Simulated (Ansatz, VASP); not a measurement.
**TiC: VASP beside Ansatz**

Contents of INCAR:

```
SYSTEM = TiC
PREC = Accurate ; ENCUT = 520
EDIFF = 1E-6 ; ISMEAR = 0
SIGMA = 0.15 ; LREAL = .False.
LASPH = .True. ; NELM = 80
ALGO = Normal ; ISIF = 2
LWAVE = .False. ; LCHARG = .False.
GGA = PS ; NBANDS = 15
```

File KPOINTS:

```
Automatic mesh
0
Gamma
  18 18 18
  0 0 0
```

The input POSCAR:

```
TiC
1.0
    0.0000000000      2.1640000000      2.1640000000
    2.1640000000      0.0000000000      2.1640000000
    2.1640000000      2.1640000000      0.0000000000
Ti C
1 1
Direct
   -0.0173290203     -0.0173290203      0.0173290203
    0.5000000000      0.5000000000      0.5000000000
```

Input for Ansatz:

```yaml
crystal:
  lattice:
    - [0.0, 2.164, 2.164]
    - [2.164, 0.0, 2.164]
    - [2.164, 2.164, 0.0]
  atoms:
    - { symbol: Ti, position: [-0.0173290203, -0.0173290203, 0.0173290203] }
    - { symbol: C, position: [0.5, 0.5, 0.5] }
basis:
  ecutwfc: 420
kpoints:
  mp_grid: { grid: [18, 18, 18] }
hamiltonian:
  xc: pbesol
scf:
  occupations: { method: gaussian, width: 0.15 }
output:
  forces: true
  stress: true
  eigenvalues: true
```

Change from the starting cell: all Ti atoms moved +0.075 Å, as atom 1 towards its neighbour atom 2 (C) at 2.164 Å.

Alike in both runs: task single point; functional PBEsol; k mesh 18 × 18 × 18; occupations gaussian, width 0.15 eV; no spin polarisation.

|  | VASP | Ansatz |
| --- | --- | --- |
| version | VASP 6.6.1 | Ansatz 0.2.0 |
| potentials or method | VASP PAW PBE potentials, release 64 (Ti_sv, C), cutoff 520 eV | scalar-relativistic, plane waves, PAW |
| valence electrons in the cell | 16 | 16 |

|  | VASP | Ansatz | Ansatz less VASP |
| --- | --- | --- | --- |
| gap on the k mesh at the Fermi level (eV) | none | none | - |
| pressure (GPa) | -5.2 | -5.5 | -0.25 |
| traceless stress, the component that is largest in VASP (GPa) | 1.02 | 1.01 | -0.008 |
| rms of the force components (eV/Å) | 0.401 | 0.400 | -0.0008 |

VASP's potentials were made for PBE, not for PBEsol. Atom by atom the forces differ by 0.001 eV/Å (rms over components). A gap of «none» marks a metal or a gap that the smearing closes.
